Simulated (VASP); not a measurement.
Write the native input for VASP 6.6.1 that does the following.

```yaml
Task: single point
Functional: LDA
Potentials_or_basis: VASP PAW LDA potentials, release 64 (Ni)
Cutoff: 520 eV
k_mesh: 17 × 17 × 17
Occupations: fermi-dirac, width 0.05 eV
Spin: collinear spin, ferromagnetic start
Starting_moments: "[0.61] μB"
Fixed_moment: 0.61 μB
Dipole_correction: no
Further_INCAR_settings: ALGO = Normal; EDIFF = 1e-06; NBANDS = 15
```

The structure of Ni lies in POSCAR:

```
Ni
1.0
   -1.3837154700      1.3837154700      1.3837154700
    1.3837154700     -1.3837154700      1.3837154700
    1.3837154700      1.3837154700     -1.3837154700
Ni
1
Direct
    0.0000000000      0.0000000000      0.0000000000
```

The input as run:

INCAR

```
PREC = Accurate
ENCUT = 520
EDIFF = 1E-6
ISMEAR = -1
SIGMA = 0.05
LREAL = False
LASPH = True
NELM = 150
ALGO = Normal
ISIF = 2
LWAVE = False
LCHARG = True
ISPIN = 2
MAGMOM = 0.61
LORBIT = 11
NUPDOWN = 0.61
LMAXMIX = 4
LELF = True
LVHAR = True
NBANDS = 15
```

KPOINTS

```
regular mesh
0
Gamma
  17 17 17
```

Potentials or basis: VASP PAW LDA potentials, release 64 (Ni).

Run with:

```bash
$ cat potpaw_LDA.64/Ni/POTCAR > POTCAR
$ mpirun -np 1 vasp_std > vasp.out
```

Results of the run:

* Pressure: -9.8 GPa
* Net moment: 0.61 μB per cell
* Site moments: Ni +0.61 μB
* Valence electrons inside the program's atomic spheres: Ni 9.37

Caveat: the total moment is fixed, so each spin has its own Fermi level.

Wall time 90 s on 1 thread of Intel(R) Xeon(R) Platinum 8259CL CPU @ 2.50GHz (Skylake/Cascade Lake), with other jobs on the host, peak memory 0.15 GiB.
